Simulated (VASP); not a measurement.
**MgF2: single point with r2SCAN**

The system is MgF2.

```
Mg F
1.0
     4.63829    0.00000    0.00000
     0.00000    4.63829    0.00000
     0.00000    0.00000    3.06256
Mg F
2 4
Direct
  0.00000 0.00000 0.00000
  0.50000 0.50000 0.50000
  0.30339 0.30339 0.00000
  0.19661 0.80339 0.50000
  0.69661 0.69661 0.00000
  0.80339 0.19661 0.50000
```

```json
{"Program": "VASP 6.6.1", "Task": "single point", "Functional": "r2SCAN", "Potentials or basis": "VASP PAW PBE potentials, release 64 (Mg, F)", "Cutoff": "660 eV", "k mesh": "6 × 6 × 8", "Occupations": "gaussian, width 0.02 eV", "Spin": "no spin polarisation", "Dipole correction": "no", "Further INCAR settings": "ALGO = Normal; EDIFF = 1e-06; NBANDS = 25"}
```

| Item | Value |
| --- | --- |
| Pressure | -2.7 GPa |
| Largest force | 0.005 eV/Å |
| Band gap on the k mesh | 7.94 eV, direct |

Forces on the atoms (eV/Å):
```
Mg   0.000  0.000  0.000
Mg   0.000  0.000  0.000
F   -0.003 -0.003  0.000
F    0.003 -0.003  0.000
F    0.003  0.003  0.000
F   -0.003  0.003  0.000
```

Stress tensor (GPa, compression positive):
```
-2.55  0.00  0.00
 0.00 -2.55  0.00
 0.00  0.00 -3.05
```

Levels at points of the mesh, in eV from the valence-band top:
```tsv
k point	band 13	band 14	band 15	band 16	band 17	band 18	band 19	band 20
(0.00, 0.00, 0.00)	-0.73	-0.32	-0.32	0.00	7.94	13.18	13.18	14.71
(0.50, 0.00, 0.00)	-0.97	-0.97	-0.37	-0.37	10.37	10.37	14.45	14.45
(0.50, 0.50, 0.00)	-0.93	-0.93	-0.77	-0.77	12.13	12.13	12.20	12.20
(0.00, 0.00, 0.50)	-1.14	-1.14	-0.85	-0.85	12.76	12.76	15.97	15.97
(0.50, 0.00, 0.50)	-0.73	-0.73	-0.66	-0.66	13.69	13.69	14.45	14.45
(0.50, 0.50, 0.50)	-0.61	-0.61	-0.48	-0.48	14.20	14.20	14.43	14.43
```

Wall time 2.6 min on 1 thread of Intel(R) Xeon(R) 6975P-C (Granite Rapids) (shared host), peak memory 0.27 GiB.

Caveat: the PAW data sets were made with another functional, which shifts forces and pressure a little. r2SCAN opens gaps a little over a GGA but as a rule still falls short of measured ones.
